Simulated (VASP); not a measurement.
BaTiO3:

```xyz
5
Lattice="4.0060 0.0000 0.0000 0.0000 4.0060 0.0000 0.0000 0.0000 4.0060" Properties=species:S:1:pos:R:3 pbc="T T T"
Ba    2.0030    2.0030    2.0030
Ti    0.0000    0.0000    0.0000
O     2.0030    0.0000    0.0000
O     0.0000    2.0030    0.0000
O     0.0000    0.0000    2.0030
```

```yaml
Program: VASP 6.6.1
Task: relaxation of cell and atoms
Functional: PBE
Potentials_or_basis: VASP PAW PBE potentials, release 64 (Ba_sv, Ti_sv, O)
Cutoff: 600 eV
k_mesh: 6 × 6 × 6
Occupations: fermi-dirac, width 0.01 eV
Spin: no spin polarisation
```

At the start: pressure 3.3 GPa; volume 12.86 Å³/atom.

Question: Where does the relaxation end?

Answer: Over 3 steps the energy falls by 2.5 meV/atom and the volume is 13.11 Å³/atom (+2.0 %); space group Pm-3m (No. 221, to 0.1 Å) before and after.

The path:
```
step  energy change (eV)  largest force (eV/Å)  pressure (GPa)  volume (Å³)
   1              0.0000                0.0000            3.27        64.29
   2             -0.0016                0.0000           -2.84        66.76
   3             -0.0125                0.0000            0.00        65.55
```

Final structure:
```cif
data_structure
_symmetry_space_group_name_H-M 'P 1'
_symmetry_Int_Tables_number 1
_cell_length_a 4.0320
_cell_length_b 4.0320
_cell_length_c 4.0320
_cell_angle_alpha 90.000
_cell_angle_beta 90.000
_cell_angle_gamma 90.000
_cell_volume 65.55
loop_
_atom_site_label
_atom_site_type_symbol
_atom_site_fract_x
_atom_site_fract_y
_atom_site_fract_z
_atom_site_occupancy
Ba1 Ba 0.50000 0.50000 0.50000 1
Ti1 Ti 0.00000 0.00000 0.00000 1
O1 O 0.50000 0.00000 0.00000 1
O2 O 0.00000 0.50000 0.00000 1
O3 O 0.00000 0.00000 0.50000 1
```
